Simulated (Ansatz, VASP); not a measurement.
One calculation of KCl, two programs

Contents of INCAR:

```
SYSTEM = KCl
PREC = Accurate
ENCUT = 520
EDIFF = 1E-7
ISMEAR = 0
SIGMA = 0.05
LREAL = .False.
LASPH = .True.
NELM = 80
ALGO = Normal
ISIF = 2
LWAVE = .False.
LCHARG = .False.
GGA = CA
NBANDS = 15
```

The input KPOINTS:

```
regular mesh
0
Gamma
  6 6 6
  0 0 0
```

The input POSCAR:

```
KCl
1.0
    3.8391960000      0.0000000000      0.0000000000
    0.0000000000      3.8391960000      0.0000000000
    0.0000000000      0.0000000000      3.9351759000
K Cl
1 1
Direct
    0.0000000000      0.0000000000      0.0000000000
    0.5000000000      0.5000000000      0.5000000000
```

Input for Ansatz:

```yaml
crystal:
  lattice:
    - [3.839196, 0.0, 0.0]
    - [0.0, 3.839196, 0.0]
    - [0.0, 0.0, 3.9351759]
  atoms:
    - { symbol: K, position: [0.0, 0.0, 0.0] }
    - { symbol: Cl, position: [0.5, 0.5, 0.5] }
basis:
  ecutwfc: 420
kpoints:
  mp_grid: { grid: [6, 6, 6] }
hamiltonian:
  xc: lda
scf:
  occupations: { method: gaussian, width: 0.05 }
output:
  forces: true
  stress: true
  eigenvalues: true
```

Change from the starting cell: strain +0.000 along x and y, +0.025 along z, atoms carried along.

Alike in both runs: task single point; functional LDA; k mesh 6 × 6 × 6; occupations gaussian, width 0.05 eV; no spin polarisation.

```csv
,VASP,Ansatz
version,VASP 6.6.1,Ansatz 0.2.0
potentials or method,"VASP PAW LDA potentials, release 64 (K_sv, Cl), cutoff 520 eV","scalar-relativistic, plane waves, PAW"
valence electrons in the cell,16,16
```

|  | VASP | Ansatz | Ansatz less VASP |
| --- | --- | --- | --- |
| gap on the k mesh at the Fermi level (eV) | 4.23 | 4.22 | -0.006 |
| least direct gap on the mesh (eV) | 4.43 | 4.42 | -0.007 |
| pressure (GPa) | -3.4 | -3.4 | -0.01 |
| traceless stress, the component that is largest in VASP (GPa) | -0.67 | -0.67 | -0.001 |

LDA's correlation is that of Perdew and Zunger in VASP and of Perdew and Wang (1992) in Ansatz.
